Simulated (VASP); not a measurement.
# SiO2 (Seifertite) (Pbcn) in VASP: single point with PBE

Aim: the single point of SiO2 (Seifertite) with PBE.

Everything below comes from runs of VASP 6.6.1. Logs are shortened: lines on timing, memory, paths and dates and some standing lists are left out, and cuts for length are marked.

## (1) The cell of the first run

The structure is orthorhombic, space group Pbcn (No. 60). The conventional cell has a = 4.097 Å, b = 5.046 Å, c = 4.495 Å, α = 90.00°, β = 90.00°, γ = 90.00°. Within 2.4 Å of Si (site symmetry 2) lie 6 O at 1.77 to 1.83 Å. Within 2.4 Å of O (site symmetry 1) lie 3 Si at 1.77 to 1.83 Å and 1 O at 2.35 Å.

## (2) Single point, PBE

INCAR reads:

```
PREC = Accurate
ENCUT = 520
EDIFF = 1E-7
ISMEAR = -1
SIGMA = 0.02
LREAL = F
LASPH = T
NELM = 80
ALGO = Normal
ISIF = 2
LWAVE = F
LCHARG = F
GGA = PE
NBANDS = 44
```

KPOINTS reads:

```
Automatic mesh
0
Gamma
  5 4 5
```

POSCAR reads:

```
SiO2
1.0
    4.0970000000      0.0000000000      0.0000000000
    0.0000000000      5.0462000000      0.0000000000
    0.0000000000      0.0000000000      4.4946000000
Si O
4 8
Direct
    0.0000000000      0.1524074473      0.2500000000
    0.5000000000      0.3475925527      0.7500000000
    0.0000000000      0.8475925527      0.7500000000
    0.5000000000      0.6524074473      0.2500000000
    0.7315820019      0.6172122037      0.9199684278
    0.7684179981      0.8827877963      0.4199684278
    0.2315820019      0.8827877963      0.0800315722
    0.2684179981      0.6172122037      0.5800315722
    0.2684179981      0.3827877963      0.0800315722
    0.2315820019      0.1172122037      0.5800315722
    0.7684179981      0.1172122037      0.9199684278
    0.7315820019      0.3827877963      0.4199684278
```

Potentials or basis: VASP PAW PBE potentials, release 64 (Si, O).

Launch:

```
> cat potpaw_PBE.64/Si/POTCAR potpaw_PBE.64/O/POTCAR > POTCAR
> mpirun -np 1 vasp_std > vasp.out
```

OUTCAR:

```text
PREC = Accurate
   ENCUT = 520
   EDIFF = 1E-7
   ISMEAR = -1
   LREAL = F
   LASPH = T
   NELM = 80
   ISIF = 2
   GGA = PE

 ion  position               nearest neighbor table
   1  0.000  0.152  0.250-  10 1.77  11 1.77   9 1.77  12 1.77   6 1.83   7 1.83   3 2.72   3 2.72

   2  0.500  0.348  0.750-   9 1.77  12 1.77  11 1.77  10 1.77   5 1.83   8 1.83   4 2.72   4 2.72

   3  0.000  0.848  0.750-   6 1.77   7 1.77   5 1.77   8 1.77  10 1.83  11 1.83   1 2.72   1 2.72

   4  0.500  0.652  0.250-   5 1.77   8 1.77   7 1.77   6 1.77   9 1.83  12 1.83   2 2.72   2 2.72

   5  0.732  0.617  0.920-   4 1.77   3 1.77   2 1.83
   6  0.768  0.883  0.420-   3 1.77   4 1.77   1 1.83
   7  0.232  0.883  0.080-   3 1.77   4 1.77   1 1.83
   8  0.268  0.617  0.580-   4 1.77   3 1.77   2 1.83
   9  0.268  0.383  0.080-   2 1.77   1 1.77   4 1.83
  10  0.232  0.117  0.580-   1 1.77   2 1.77   3 1.83
  11  0.768  0.117  0.920-   1 1.77   2 1.77   3 1.83
  12  0.732  0.383  0.420-   2 1.77   1 1.77   4 1.83

  LATTYP: Found a simple orthorhombic cell.
 ALAT       =     4.0970000000
 B/A-ratio  =     1.0970466195
 C/A-ratio  =     1.2316817183

  Lattice vectors:

 A1 = (  -4.0970000000,   0.0000000000,   0.0000000000)
 A2 = (   0.0000000000,   0.0000000000,   4.4946000000)
 A3 = (   0.0000000000,   5.0462000000,   0.0000000000)

Analysis of symmetry for initial positions (statically):
=====================================================================
 Subroutine PRICEL returns:
 Original cell was already a primitive cell.

 Routine SETGRP: Setting up the symmetry group for a
 simple orthorhombic supercell.

 Subroutine GETGRP returns: Found  8 space group operations
 (whereof  2 operations were pure point group operations)
 out of a pool of  8 trial point group operations.

The static configuration has the point symmetry S_2 .
 The point group associated with its full space group is D_2h.

Analysis of symmetry for dynamics (positions and initial velocities):
=====================================================================
 Subroutine PRICEL returns:
 Original cell was already a primitive cell.

 Routine SETGRP: Setting up the symmetry group for a
 simple orthorhombic supercell.

 Subroutine GETGRP returns: Found  8 space group operations
 (whereof  2 operations were pure point group operations)
 out of a pool of  8 trial point group operations.

The dynamic configuration has the point symmetry S_2 .
 The point group associated with its full space group is D_2h.

 Subroutine INISYM returns: Found  8 space group operations
 (whereof  2 operations are pure point group operations),
 and found     1 'primitive' translations

----------------------------------------------------------------------------------------

                                     Primitive cell

  volume of cell :      92.9226

  direct lattice vectors                    reciprocal lattice vectors
     4.097000000  0.000000000  0.000000000     0.244081035  0.000000000  0.000000000
     0.000000000  5.046200000  0.000000000     0.000000000  0.198168919  0.000000000
     0.000000000  0.000000000  4.494600000     0.000000000  0.000000000  0.222489209

  length of vectors
     4.097000000  5.046200000  4.494600000     0.244081035  0.198168919  0.222489209

  position of ions in fractional coordinates (direct lattice)
     0.000000000  0.152407447  0.250000000
     0.500000000  0.347592553  0.750000000
     0.000000000  0.847592553  0.750000000
     0.500000000  0.652407447  0.250000000
     0.731582002  0.617212204  0.919968428
     0.768417998  0.882787796  0.419968428
     0.231582002  0.882787796  0.080031572
     0.268417998  0.617212204  0.580031572
     0.268417998  0.382787796  0.080031572
     0.231582002  0.117212204  0.580031572
     0.768417998  0.117212204  0.919968428
     0.731582002  0.382787796  0.419968428

  ion indices of the primitive-cell ions
   primitive index   ion index
                 1           1
                 2           2
                 3           3
                 4           4
                 5           5
                 6           6
                 7           7
                 8           8
                 9           9
                10          10
                11          11
                12          12

----------------------------------------------------------------------------------------

 KPOINTS: Automatic mesh

Automatic generation of k-mesh.
 Grid dimensions read from file:
 generate k-points for:    5    4    5

 Generating k-lattice:

  Cartesian coordinates                     Fractional coordinates (reciprocal lattice)
     0.048816207  0.000000000  0.000000000     0.200000000  0.000000000  0.000000000
     0.000000000  0.049542230  0.000000000     0.000000000  0.250000000  0.000000000
     0.000000000  0.000000000  0.044497842     0.000000000  0.000000000  0.200000000

  Length of vectors
     0.048816207  0.049542230  0.044497842

  Shift w.r.t. Gamma in fractional coordinates (k-lattice)
     0.000000000  0.000000000  0.000000000

 Subroutine IBZKPT returns following result:
 ===========================================

 Found     27 irreducible k-points:

 Following reciprocal coordinates:
            Coordinates               Weight
  0.000000  0.000000  0.000000      1.000000
  0.200000  0.000000  0.000000      2.000000
  0.400000  0.000000  0.000000      2.000000
  0.000000  0.250000  0.000000      2.000000
  0.200000  0.250000  0.000000      4.000000
  0.400000  0.250000  0.000000      4.000000
[... 16 lines left out ...]
  0.200000  0.250000  0.400000      8.000000
  0.400000  0.250000  0.400000      8.000000
 [... further k-points ...]
   k-points           NKPTS =     27   k-points in BZ     NKDIM =     27   number of bands    NBANDS=     44
   number of dos      NEDOS =    301   number of ions     NIONS =     12
   total plane-waves  NPLWV =  43200
   dimension x,y,z NGX =    30 NGY =   40 NGZ =   36
   dimension x,y,z NGXF=    60 NGYF=   80 NGZF=   72
   ions per type =               4   8
   NGX,Y,Z   is equivalent  to a cutoff of  12.17, 13.18, 13.32 a.u.
   NGXF,Y,Z  is equivalent  to a cutoff of  24.35, 26.36, 26.63 a.u.
 SYSTEM =  unknown system
   PREC   = accura    normal or accurate (medium, high low for compatibility)
   ISTART =      0    job   : 0-new  1-cont  2-samecut
   ICHARG =      2    charge: 1-file 2-atom 10-const
   ISPIN  =      1    spin polarized calculation?
   LNONCOLLINEAR =      F non collinear calculations
   LSORBIT =      F    spin-orbit coupling
   LASPH  =      T    aspherical Exc in radial PAW
   ENCUT  =  520.0 eV  38.22 Ry    6.18 a.u.   7.62  9.38  8.36*2*pi/ulx,y,z
   NELM   =     80;   NELMIN=  2; NELMDL= -5     # of ELM steps
   EDIFF  = 0.1E-06   stopping-criterion for ELM
   LREAL  =      F    real-space projection
   EDIFFG = 0.1E-05   stopping-criterion for IOM
   NSW    =      0    number of steps for IOM
   IBRION =     -1    ionic relax: 0-MD 1-quasi-New 2-CG
   NFREE  =      0    steps in history (QN), initial steepest desc. (CG)
   ISIF   =      2    stress and relaxation
   ISYM   =      2    0-nonsym 1-usesym 2-fastsym
   POTIM  = 0.5000    time-step for ionic-motion
   TEBEG  =    0.0;   TEEND  =   0.0 temperature during run
   PSTRESS=    0.0 pullay stress
   NELECT =      64.0000    total number of electrons
   NUPDOWN=      -1.0000    fix difference up-down
   EMIN   =  10.00;   EMAX   =-10.00  energy-range for DOS
   EFERMI =   0.00;   METHOD = LEGACY
   ISMEAR =    -1;   SIGMA  =   0.02  broadening in eV -4-tet -1-fermi 0-gaus
   EFERMI_NEDOS =   21; number of points for ismear=-14 and -15
   IALGO  =     38    algorithm
   IMIX   =      4    mixing-type and parameters
     AMIX     =   0.40;   BMIX     =  1.00
     AMIX_MAG =   1.60;   BMIX_MAG =  1.00
  volume/ion in A,a.u.               =       7.74        52.26
  Fermi-wavevector in a.u.,A,eV,Ry     =   1.445754  2.732078 28.438951  2.090204
  Thomas-Fermi vector in A             =   2.563900
   LORBIT       =      0    0 simple, 1 ext, 2 COOP (PROOUT), +10 PAW based schemes
   GGA     = PE    functional components
   LHFCALC =     F    Hartree Fock is set to
   AEXX    =    0.0000 exact exchange contribution
   IVDW    =     0    specifies the selected vdW correction
   LEPSILON=     F    determine dielectric tensor
   LRPA    =     F    only Hartree local field effects (RPA)
 non-spin polarized calculation
  energy-cutoff  :      520.00
  volume of cell :       92.92
 maximum number of plane-waves:      2521
   NGX = 15   NGY = 19   NGZ = 17

 number of electron      63.9999984 magnetization

 Free energy of the ion-electron system (eV)
  ---------------------------------------------------
  ext. energy  EPLUGINS =         0.00000000
  ---------------------------------------------------
  free energy    TOTEN  =       -91.90146241 eV

  energy without entropy =      -91.90146241  energy(sigma->0) =      -91.90146241

 E-fermi :   8.3157     XC(G=0): -12.3277

 val. band max:        7.8684701914   @ k =   0.0000   0.0000   0.0000
 cond. band min:      13.4606199087   @ k =   0.0000   0.0000   0.0000
 fundamental gap:      5.5921497173
 Fermi energy:         8.3157346869

 k-point     1 :       0.0000    0.0000    0.0000
  band No.  band energies     occupation
      1     -14.1290      2.00000
      2     -11.3791      2.00000
      3     -11.1305      2.00000
      4     -10.8421      2.00000
      5     -10.5902      2.00000
      6      -9.8825      2.00000
[... 36 lines left out ...]
     43      20.4715      0.00000
     44      20.5189      0.00000

 k-point     2 :       0.2000    0.0000    0.0000
  band No.  band energies     occupation
      1     -13.9137      2.00000
      2     -11.6114      2.00000
      3     -11.0544      2.00000
      4     -10.6921      2.00000
      5     -10.6709      2.00000
      6     -10.1415      2.00000
[... 1026 lines left out ...]
 k-point    24 :       0.4000    0.2500    0.4000
  band No.  band energies     occupation
      1     -12.4565      2.00000
      2     -11.8062      2.00000
      3     -11.7414      2.00000
      4     -11.2022      2.00000
      5     -10.7030      2.00000
      6     -10.3624      2.00000
[... 36 lines left out ...]
     43      20.1655      0.00000
     44      20.4159      0.00000

 [... further k-points ...]
[... 5 lines left out ...]
  --------------------------------------------------------------------------------------
  -------------------------------------------------------------------------------------
  Total        2.6419873      3.4372297      3.8680761      0.0000000      0.0000000      0.0000000
  in kB       45.5532998     59.2649157     66.6935944      0.0000000      0.0000000      0.0000000
  external PRESSURE =      57.1706033 kB  Pullay stress =       0.0000000 kB

 VOLUME and BASIS-vectors are now :
 -----------------------------------------------------------------------------
  energy-cutoff  :      520.00
  volume of cell :       92.92
      direct lattice vectors                 reciprocal lattice vectors
     4.097000000  0.000000000  0.000000000     0.244081035  0.000000000  0.000000000
     0.000000000  5.046200000  0.000000000     0.000000000  0.198168919  0.000000000
     0.000000000  0.000000000  4.494600000     0.000000000  0.000000000  0.222489209

 POSITION                                       TOTAL-FORCE (eV/Angst)
 -----------------------------------------------------------------------------------
      0.00000      0.76908      1.12365        -0.000000      0.028254     -0.000000
      2.04850      1.75402      3.37095        -0.000000     -0.028254     -0.000000
      0.00000      4.27712      3.37095        -0.000000     -0.028254      0.000000
      2.04850      3.29218      1.12365        -0.000000      0.028254      0.000000
      2.99729      3.11458      4.13489         0.002575      0.005240     -0.008695
      3.14821      4.45472      1.88759        -0.002575     -0.005240     -0.008695
      0.94879      4.45472      0.35971         0.002575     -0.005240      0.008695
      1.09971      3.11458      2.60701        -0.002575      0.005240      0.008695
      1.09971      1.93162      0.35971        -0.002575     -0.005240      0.008695
      0.94879      0.59148      2.60701         0.002575      0.005240      0.008695
      3.14821      0.59148      4.13489        -0.002575      0.005240     -0.008695
      2.99729      1.93162      1.88759         0.002575     -0.005240     -0.008695
 -----------------------------------------------------------------------------------
    total drift:                               -0.000000      0.000000     -0.000000

  FREE ENERGIE OF THE ION-ELECTRON SYSTEM (eV)
  ---------------------------------------------------
  free  energy   TOTEN  =       -91.9014624147 eV

  energy  without entropy=      -91.9014624147  energy(sigma->0) =      -91.90146241
```

Run time: 85 s. Hardware: 1 thread of Intel Xeon Platinum 8488C (Sapphire Rapids), shared host; peak memory 0.23 GiB.

What came out:

```
Free energy            : -91.9015 eV
Pressure               : 5.7 GPa
Largest force          : 0.028 eV/Å
Band gap on the k mesh : 5.59 eV, direct
```

Forces on the atoms (eV/Å):
```
Si   0.000  0.028  0.000
Si   0.000 -0.028  0.000
Si   0.000 -0.028  0.000
Si   0.000  0.028  0.000
O    0.003  0.005 -0.009
O   -0.003 -0.005 -0.009
O    0.003 -0.005  0.009
O   -0.003  0.005  0.009
O   -0.003 -0.005  0.009
O    0.003  0.005  0.009
O   -0.003  0.005 -0.009
O    0.003 -0.005 -0.009
```

Stress tensor (GPa, compression positive):
```
4.56 0.00 0.00
0.00 5.93 0.00
0.00 0.00 6.67
```

Levels at points of the mesh, in eV from the valence-band top:
```
           k point  band 30  band 31  band 32  band 33  band 34  band 35
(0.00, 0.00, 0.00)    -0.36    -0.32     0.00     5.59     7.68     8.84
(0.00, 0.50, 0.00)    -1.68    -0.22    -0.22     7.48     7.48     9.82
```

A hybrid or GW would open this gap; PBE tends to underestimate it.
